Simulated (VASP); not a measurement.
# Al: single point with PBE+D3(BJ)

The system is Al, a slab with vacuum.

```
Al
1.0
     5.72757    0.00000    0.00000
     2.86378    4.96022    0.00000
     0.00000    0.00000   16.67654
Al
12
Cartesian
  1.4319 0.8267 1.0000
  4.2957 0.8267 1.0000
  2.8638 3.3068 1.0000
  5.7276 3.3068 1.0000
  0.0000 1.6534 3.3383
  2.8638 1.6534 3.3383
  1.4319 4.1335 3.3383
  4.2957 4.1335 3.3383
  0.0000 0.0000 5.6765
  2.8638 0.0000 5.6765
  1.4319 2.4801 5.6765
  4.2957 2.4801 5.6765
```

| Quantity | Value |
| --- | --- |
| Program | VASP 6.6.1 |
| Task | single point |
| Functional | PBE |
| Dispersion | D3(BJ) |
| Potentials or basis | VASP PAW PBE potentials, release 64 (Al) |
| Cutoff | 520 eV |
| k mesh | 3 × 3 × 1 |
| Occupations | fermi-dirac, width 0.1 eV |
| Spin | no spin polarisation |
| Dipole correction | no |
| Further INCAR settings | ALGO = Normal; EDIFF = 1e-06; NBANDS = 30 |

The largest force is 0.004 eV/Å, the band gap on the k mesh is zero (bands 18 and 19 overlap by 0.09 eV) and the dispersion energy per atom is -0.228 eV.

Forces on the atoms (eV/Å):
```
Al   0.000  0.000  0.004
Al   0.000  0.000  0.004
Al   0.000  0.000  0.004
Al   0.000  0.000  0.004
Al   0.000  0.000  0.000
Al   0.000  0.000  0.000
Al   0.000  0.000  0.000
Al   0.000  0.000  0.000
Al   0.000  0.000 -0.004
Al   0.000  0.000 -0.004
Al   0.000  0.000 -0.004
Al   0.000  0.000 -0.004
```

Levels at points of the mesh, in eV from the Fermi level:
| k point | band 15 | band 16 | band 17 | band 18 | band 19 | band 20 | band 21 | band 22 |
| --- | --- | --- | --- | --- | --- | --- | --- | --- |
| (0.00, 0.00, 0.00) | -2.46 | -2.46 | -0.20 | -0.20 | -0.20 | 0.02 | 0.02 | 0.02 |

It took 3.2 min on 1 thread of Intel Xeon 8259CL, with other jobs on the host, peak memory 0.58 GiB.

Caveat: the k points lie up to 0.42 Å⁻¹ apart; there is no dipole correction, which matters where the two faces differ.
